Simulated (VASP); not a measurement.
# AlN (F-43m) in VASP: a series of runs

The runs below take AlN through single point, with PBE.

Program: VASP 6.6.1. These are calculated values, not measurements. Logs are shortened: lines on timing, memory, paths and dates and some standing lists are left out, and cuts for length are marked.

## (1) The cell of the first run

The structure is cubic, space group F-43m (No. 216). The conventional cell has a = 4.267 Å, b = 4.267 Å, c = 4.267 Å, α = 90.00°, β = 90.00°, γ = 90.00°. Within 2.5 Å of Al (site symmetry -43m) lie 4 N at 1.85 Å. Within 2.5 Å of N (site symmetry -43m) lie 4 Al at 1.85 Å.

## (2) Single point, PBE (9.71 Å³/atom)

File INCAR:

```
SYSTEM = AlN
  PREC = Accurate
  ENCUT = 600
  EDIFF = 1E-6
  ISMEAR = 0
  SIGMA = 0.02
  LREAL = .FALSE.
  LASPH = .TRUE.
  NELM = 120
  ALGO = Normal
  ISIF = 2
  LWAVE = .FALSE.
  LCHARG = .FALSE.
  GGA = PE
  NBANDS = 11
  GGA_COMPAT = .FALSE.
```

File KPOINTS:

```
regular mesh
0
G
  10 10 10
  0 0 0
```

File POSCAR:

```
AlN
1.0
    0.0000000000      2.1334526207      2.1334526207
    2.1334526207      0.0000000000      2.1334526207
    2.1334526207      2.1334526207      0.0000000000
Al N
1 1
Direct
    0.0000000000      0.0000000000      0.0000000000
    0.7500000000      0.7500000000      0.7500000000
```

Potentials or basis: VASP PAW PBE potentials, release 64 (Al, N).

The run is started by

```
$ cat potpaw_PBE.64/Al/POTCAR potpaw_PBE.64/N/POTCAR > POTCAR
$ mpirun -np 1 vasp_std > vasp.out
```

OUTCAR:

```text
SYSTEM = AlN
   PREC = Accurate
   ENCUT = 600
   EDIFF = 1E-6
   ISMEAR = 0
   LREAL = .FALSE.
   LASPH = .TRUE.
   NELM = 120
   ISIF = 2
   GGA = PE

 ion  position               nearest neighbor table
   1  0.000  0.000  0.000-   2 1.85   2 1.85   2 1.85   2 1.85
   2  0.750  0.750  0.750-   1 1.85   1 1.85   1 1.85   1 1.85

  LATTYP: Found a face centered cubic cell.
 ALAT       =     4.2669052414

  Lattice vectors:

 A1 = (   0.0000000000,   2.1334526207,   2.1334526207)
 A2 = (   2.1334526207,   0.0000000000,   2.1334526207)
 A3 = (   2.1334526207,   2.1334526207,   0.0000000000)

Analysis of symmetry for initial positions (statically):
=====================================================================
 Subroutine PRICEL returns:
 Original cell was already a primitive cell.

 Routine SETGRP: Setting up the symmetry group for a
 face centered cubic supercell.

 Subroutine GETGRP returns: Found 24 space group operations
 (whereof 24 operations were pure point group operations)
 out of a pool of 48 trial point group operations.

The static configuration has the point symmetry T_d .

Analysis of symmetry for dynamics (positions and initial velocities):
=====================================================================
 Subroutine PRICEL returns:
 Original cell was already a primitive cell.

 Routine SETGRP: Setting up the symmetry group for a
 face centered cubic supercell.

 Subroutine GETGRP returns: Found 24 space group operations
 (whereof 24 operations were pure point group operations)
 out of a pool of 48 trial point group operations.

The dynamic configuration has the point symmetry T_d .

 Subroutine INISYM returns: Found 24 space group operations
 (whereof 24 operations are pure point group operations),
 and found     1 'primitive' translations

----------------------------------------------------------------------------------------

                                     Primitive cell

  volume of cell :      19.4213

  direct lattice vectors                    reciprocal lattice vectors
     0.000000000  2.133452621  2.133452621    -0.234361895  0.234361895  0.234361895
     2.133452621  0.000000000  2.133452621     0.234361895 -0.234361895  0.234361895
     2.133452621  2.133452621  0.000000000     0.234361895  0.234361895 -0.234361895

  length of vectors
     3.017157631  3.017157631  3.017157631     0.405926710  0.405926710  0.405926710

  position of ions in fractional coordinates (direct lattice)
     0.000000000  0.000000000  0.000000000
     0.750000000  0.750000000  0.750000000

[... 85 lines left out ...]
   TEBEG  =    0.0;   TEEND  =   0.0 temperature during run
   PSTRESS=    0.0 pullay stress
   NELECT =       8.0000    total number of electrons
   NUPDOWN=      -1.0000    fix difference up-down
   EMIN   =  10.00;   EMAX   =-10.00  energy-range for DOS
   EFERMI =   0.00;   METHOD = LEGACY
   ISMEAR =     0;   SIGMA  =   0.02  broadening in eV -4-tet -1-fermi 0-gaus
   EFERMI_NEDOS =   21; number of points for ismear=-14 and -15
   IALGO  =     38    algorithm
   IMIX   =      4    mixing-type and parameters
     AMIX     =   0.40;   BMIX     =  1.00
     AMIX_MAG =   1.60;   BMIX_MAG =  1.00
  volume/ion in A,a.u.               =       9.71        65.53
  Fermi-wavevector in a.u.,A,eV,Ry     =   1.218088  2.301852 20.187470  1.483737
  Thomas-Fermi vector in A             =   2.353386
   LORBIT       =      0    0 simple, 1 ext, 2 COOP (PROOUT), +10 PAW based schemes
   GGA     = PE    functional components
   LHFCALC =     F    Hartree Fock is set to
   AEXX    =    0.0000 exact exchange contribution
   IVDW    =     0    specifies the selected vdW correction
   LEPSILON=     F    determine dielectric tensor
   LRPA    =     F    only Hartree local field effects (RPA)
 non-spin polarized calculation
 Gauss-broadening in eV      SIGMA  =   0.02
  energy-cutoff  :      600.00
  volume of cell :       19.42
 maximum number of plane-waves:       662
   NGX = 13   NGY = 13   NGZ = 13

 number of electron       7.9999998 magnetization

 Free energy of the ion-electron system (eV)
  ---------------------------------------------------
  ext. energy  EPLUGINS =         0.00000000
  ---------------------------------------------------
  free energy    TOTEN  =       -14.72962446 eV

  energy without entropy =      -14.72962446  energy(sigma->0) =      -14.72962446

 E-fermi :   6.7812     XC(G=0): -11.2442

 val. band max:        6.6522358382   @ k =   0.0000   0.0000   0.0000
 cond. band min:      10.0030830420   @ k =   0.5000   0.5000   0.0000
 fundamental gap:      3.3508472038
 Fermi energy:         6.7812124852

 k-point     1 :       0.0000    0.0000    0.0000
  band No.  band energies     occupation
      1      -8.7474      2.00000
      2       6.6522      2.00000
      3       6.6522      2.00000
      4       6.6522      2.00000
      5      11.4857      0.00000
      6      19.9250      0.00000
      7      19.9250      0.00000
      8      19.9250      0.00000
      9      24.9129      0.00000
     10      24.9129      0.00000
     11      26.4600      0.00000
[... 309 lines left out ...]
 k-point    24 :       0.4000    0.3000    0.0000
  band No.  band energies     occupation
      1      -6.5440      2.00000
      2       2.3570      2.00000
      3       4.8771      2.00000
      4       5.1924      2.00000
      5      11.7230      0.00000
      6      16.6520      0.00000
      7      19.7939      0.00000
      8      22.0291      0.00000
      9      22.5993      0.00000
     10      28.7911      0.00000
     11      31.4285      0.00000

 [... further k-points ...]

------------------------ aborting loop because EDIFF is reached ----------------------------------------

  FORCE on cell =-STRESS in cart. coord.  units (eV):
  Direction    XX          YY          ZZ          XY          YZ          ZX
  --------------------------------------------------------------------------------------
  -------------------------------------------------------------------------------------
  Total        2.6049092      2.6049092      2.6049092      0.0000000      0.0000000      0.0000000
  in kB      214.8939406    214.8939406    214.8939406      0.0000000      0.0000000      0.0000000
  external PRESSURE =     214.8939406 kB  Pullay stress =       0.0000000 kB

 VOLUME and BASIS-vectors are now :
 -----------------------------------------------------------------------------
  energy-cutoff  :      600.00
  volume of cell :       19.42
      direct lattice vectors                 reciprocal lattice vectors
     0.000000000  2.133452621  2.133452621    -0.234361895  0.234361895  0.234361895
     2.133452621  0.000000000  2.133452621     0.234361895 -0.234361895  0.234361895
     2.133452621  2.133452621  0.000000000     0.234361895  0.234361895 -0.234361895

 POSITION                                       TOTAL-FORCE (eV/Angst)
 -----------------------------------------------------------------------------------
      0.00000      0.00000      0.00000        -0.000000     -0.000000      0.000000
      3.20018      3.20018      3.20018         0.000000      0.000000     -0.000000
 -----------------------------------------------------------------------------------
    total drift:                               -0.000000     -0.000000     -0.000000

  FREE ENERGIE OF THE ION-ELECTRON SYSTEM (eV)
  ---------------------------------------------------
  free  energy   TOTEN  =       -14.7296244614 eV

  energy  without entropy=      -14.7296244614  energy(sigma->0) =      -14.72962446
```

stdout:

```text
POSCAR found type information on POSCAR AlN
 POSCAR found :  2 types and       2 ions
 scaLAPACK will be used
 LDA part: xc-table for (Slater+PW92), standard interpolation
 POSCAR, INCAR and KPOINTS ok, starting setup
 FFT: planning ... GRIDC
 FFT: planning ... GRID_SOFT
 FFT: planning ... GRID
 WAVECAR not read
 entering main loop
```

Wall time 12 s (1 thread of Intel Xeon Platinum 8259CL at 2.50GHz (Skylake/Cascade Lake), shared host); peak memory 0.13 GiB.

What came out:

| Item | Value |
| --- | --- |
| Free energy | -14.7296 eV |
| Pressure | 21.5 GPa |
| Band gap on the k mesh | 3.35 eV (least direct gap 4.83 eV) |

Caveat: the cell stands under pressure. A k mesh can miss the band edges.

## (3) Single point, PBE (9.39 Å³/atom)

This run uses another cell than the first one, of 9.39 Å³/atom.

File INCAR:

```
SYSTEM = AlN
ALGO = Normal
EDIFF = 1E-6
ENCUT = 600
GGA = PE
GGA_COMPAT = .FALSE.
ISIF = 2
ISMEAR = 0
LASPH = .TRUE.
LCHARG = .FALSE.
LREAL = .FALSE.
LWAVE = .FALSE.
NBANDS = 11
NELM = 120
PREC = Accurate
SIGMA = 0.02
```

File KPOINTS:

```
k-points
0
G
  10 10 10
  0 0 0
```

File POSCAR:

```
AlN
1.0
    0.0000000000      2.1097456293      2.1097456293
    2.1097456293      0.0000000000      2.1097456293
    2.1097456293      2.1097456293      0.0000000000
Al N
1 1
Direct
    0.0000000000      0.0000000000      0.0000000000
    0.7500000000      0.7500000000      0.7500000000
```

Potentials or basis: VASP PAW PBE potentials, release 64 (Al, N).

The run is started by

```
$ cat potpaw_PBE.64/Al/POTCAR potpaw_PBE.64/N/POTCAR > POTCAR
$ mpirun -np 1 vasp_std > vasp.out
```

Wall time 8 s (1 thread of Intel Xeon Platinum 8259CL at 2.50GHz (Skylake/Cascade Lake), shared host); peak memory 0.14 GiB.

It converged, with:

```yaml
Free_energy: -14.6237 eV
Pressure: 31.3 GPa
Band_gap_on_the_k_mesh: 3.36 eV (least direct gap 5.15 eV)
```

Levels at points of the mesh, in eV from the valence-band top:
```
           k point  band 1  band 2  band 3  band 4  band 5  band 6  band 7  band 8  band 9
(0.00, 0.00, 0.00)  -15.61    0.00    0.00    0.00    5.15   13.62   13.62   13.62   18.54
(0.50, 0.00, 0.00)  -13.23   -6.31   -0.49   -0.49    8.35   10.59   11.81   11.81   19.44
(0.50, 0.50, 0.00)  -12.50   -5.23   -1.88   -1.88    3.36    9.25   15.45   17.06   17.06
```

Caveat: the cell stands under pressure. A k mesh can miss the band edges.

## (4) Single point, PBE (10.35 Å³/atom)

This run uses another cell than the first one, of 10.35 Å³/atom.

File INCAR:

```
ALGO = Normal ; EDIFF = 1E-6
ENCUT = 600 ; GGA = PE
GGA_COMPAT = F ; ISIF = 2
ISMEAR = 0 ; LASPH = T
LCHARG = F ; LREAL = F
LWAVE = F ; NBANDS = 11
NELM = 120 ; PREC = Accurate
SIGMA = 0.02
```

File KPOINTS:

```
k-points
0
Gamma
  10 10 10
```

File POSCAR:

```
AlN
1.0
    0.0000000000      2.1793473257      2.1793473257
    2.1793473257      0.0000000000      2.1793473257
    2.1793473257      2.1793473257      0.0000000000
Al N
1 1
Direct
    0.0000000000      0.0000000000      0.0000000000
    0.7500000000      0.7500000000      0.7500000000
```

The run is started by

```
$ cat potpaw_PBE.64/Al/POTCAR potpaw_PBE.64/N/POTCAR > POTCAR
$ mpirun -np 1 vasp_std > vasp.out
```

Wall time 19 s (1 thread of Intel Xeon Platinum 8259CL at 2.50GHz (Skylake/Cascade Lake), shared host); peak memory 0.15 GiB.

It converged, with:

```yaml
Free_energy: -14.8375 eV
Pressure: 5.8 GPa
Band_gap_on_the_k_mesh: 3.32 eV (least direct gap 4.25 eV)
```

Levels at points of the mesh, in eV from the valence-band top:
| k point | band 1 | band 2 | band 3 | band 4 | band 5 | band 6 | band 7 | band 8 | band 9 |
| --- | --- | --- | --- | --- | --- | --- | --- | --- | --- |
| (0.00, 0.00, 0.00) | -15.02 | 0.00 | 0.00 | 0.00 | 4.25 | 12.62 | 12.62 | 12.62 | 17.74 |
| (0.50, 0.00, 0.00) | -12.95 | -5.88 | -0.48 | -0.48 | 7.44 | 9.91 | 11.19 | 11.19 | 18.07 |
| (0.50, 0.50, 0.00) | -12.31 | -4.92 | -1.78 | -1.78 | 3.32 | 8.65 | 14.04 | 15.81 | 15.81 |

Caveat: the cell stands under pressure.

## (5) Single point, PBE (10.03 Å³/atom)

This run uses another cell than the first one, of 10.03 Å³/atom.

File INCAR:

```
SYSTEM = AlN
PREC = Accurate
ENCUT = 600
EDIFF = 1E-6
ISMEAR = 0
SIGMA = 0.02
LREAL = .FALSE.
LASPH = .TRUE.
NELM = 120
ALGO = Normal
ISIF = 2
LWAVE = .FALSE.
LCHARG = .FALSE.
GGA = PE
NBANDS = 11
GGA_COMPAT = .FALSE.
```

File KPOINTS:

```
Automatic mesh
0
G
  10 10 10
  0 0 0
```

File POSCAR:

```
AlN
1.0
    0.0000000000      2.1566441400      2.1566441400
    2.1566441400      0.0000000000      2.1566441400
    2.1566441400      2.1566441400      0.0000000000
Al N
1 1
Direct
    0.0000000000      0.0000000000      0.0000000000
    0.7500000000      0.7500000000      0.7500000000
```

The run is started by

```
$ cat potpaw_PBE.64/Al/POTCAR potpaw_PBE.64/N/POTCAR > POTCAR
$ mpirun -np 1 vasp_std > vasp.out
```

Run time: 8 s. Hardware: 1 thread of Intel Xeon Platinum 8259CL at 2.50GHz (Skylake/Cascade Lake), shared host; peak memory 0.14 GiB.

Results (log left out):

* Free energy: -14.7992 eV
* Pressure: 13.1 GPa
* Band gap on the k mesh: 3.34 eV (least direct gap 4.54 eV)

Levels at points of the mesh, in eV from the valence-band top:
```
           k point  band 1  band 2  band 3  band 4  band 5  band 6  band 7  band 8
(0.00, 0.00, 0.00)  -15.20    0.00    0.00    0.00    4.54   12.94   12.94   12.94
(0.50, 0.00, 0.00)  -13.04   -6.02   -0.48   -0.48    7.73   10.13   11.39   11.39
(0.50, 0.50, 0.00)  -12.37   -5.02   -1.81   -1.81    3.34    8.85   14.48   16.21
```

Caveat: the cell stands under pressure. A k mesh can miss the band edges.

## (6) Summary

```csv
cell,gap on the mesh (eV),pressure (GPa)
"a = 3.017 Å, angles 60.0°, 2 atoms",3.35,21.5
"a = 2.984 Å, angles 60.0°, 2 atoms",3.36,31.3
"a = 3.082 Å, angles 60.0°, 2 atoms",3.32,5.8
"a = 3.050 Å, angles 60.0°, 2 atoms",3.34,13.1
```

Alike in all rows: task single point; level PBE; potentials or basis VASP PAW PBE potentials, release 64 (Al, N); no spin polarisation; k mesh 10 × 10 × 10; cutoff (eV) 600; smearing gaussian 0.02 eV.

Caveats: the cell stands under pressure.

Absolute energies hang on the potentials; compare differences alone.
